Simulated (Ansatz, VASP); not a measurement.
Two plane-wave programs on B3Sb2P

File INCAR:

```
PREC     = Accurate       # precision mode
ENCUT    = 520            # plane-wave cutoff, eV
EDIFF    = 1E-6           # SCF threshold, eV
ISMEAR   = 0              # smearing method
SIGMA    = 0.1            # smearing width, eV
LREAL    = False          # projectors in reciprocal space
LASPH    = True           # aspherical terms in the spheres
NELM     = 60             # most SCF steps
ALGO     = Normal         # electronic algorithm
ISIF     = 2              # what is computed and relaxed
LWAVE    = False          # write WAVECAR
LCHARG   = False          # write CHGCAR
GGA      = PE             # functional
NBANDS   = 21             # bands
```

The input KPOINTS:

```
regular mesh
0
Gamma
  6 6 6
```

File POSCAR:

```
B3Sb2P
1.0
   -2.2344003100      2.2344003100      4.9886823000
    2.2344003100     -2.2344003100      4.9886823000
    2.2344003100      2.2344003100     -4.9886823000
B Sb P
3 2 1
Direct
    0.7500000000      0.2500000000      0.5000000000
    0.2500000000      0.7500000000      0.5000000000
    0.5000000000      0.5000000000      0.0000000000
    0.6722758200      0.6722758200      0.0000000000
    0.3277241800      0.3277241800      0.0000000000
    0.0000000000      0.0000000000      0.0000000000
```

Input for Ansatz:

```yaml
crystal:
  lattice:
    - [-2.23440031, 2.23440031, 4.9886823]
    - [2.23440031, -2.23440031, 4.9886823]
    - [2.23440031, 2.23440031, -4.9886823]
  atoms:
    - { symbol: B, position: [0.75, 0.25, 0.5] }
    - { symbol: B, position: [0.25, 0.75, 0.5] }
    - { symbol: B, position: [0.5, 0.5, 0.0] }
    - { symbol: Sb, position: [0.67227582, 0.67227582, 0.0] }
    - { symbol: Sb, position: [0.32772418, 0.32772418, 0.0] }
    - { symbol: P, position: [0.0, 0.0, 0.0] }
basis:
  ecutwfc: 420
kpoints:
  mp_grid: { grid: [6, 6, 6] }
hamiltonian:
  xc: pbe
scf:
  occupations: { method: gaussian, width: 0.1 }
  lower_state_search: "off"
output:
  forces: true
  stress: true
  eigenvalues: true
```

Alike in both runs: task single point; functional PBE; k mesh 6 × 6 × 6; occupations gaussian, width 0.1 eV; no spin polarisation.

|  | VASP | Ansatz |
| --- | --- | --- |
| version | VASP 6.6.1 | Ansatz 0.2.0 |
| potentials or method | VASP PAW PBE potentials, release 64 (B, Sb, P), cutoff 520 eV | scalar-relativistic, plane waves, PAW |
| valence electrons in the cell | 24 | 44 |

Ansatz gave:

| Item | Value |
| --- | --- |
| gap on the k mesh at the Fermi level (eV) | none |
| rms of the force components (eV/Å) | 4.471 |

Question: Which values does VASP return?

Answer: gap on the k mesh at the Fermi level (eV): none; rms of the force components (eV/Å): 4.635.

Atom by atom the forces differ by 0.164 eV/Å (rms over components). A gap of «none» marks a metal or a gap that the smearing closes. The functional is the same, so the differences come from potentials, cutoffs and numerics. VASP's potentials hold 24 valence electrons a cell and Ansatz's 44, so a difference there can come from the potentials and not from the codes.

Neither program's run includes spin-orbit coupling.
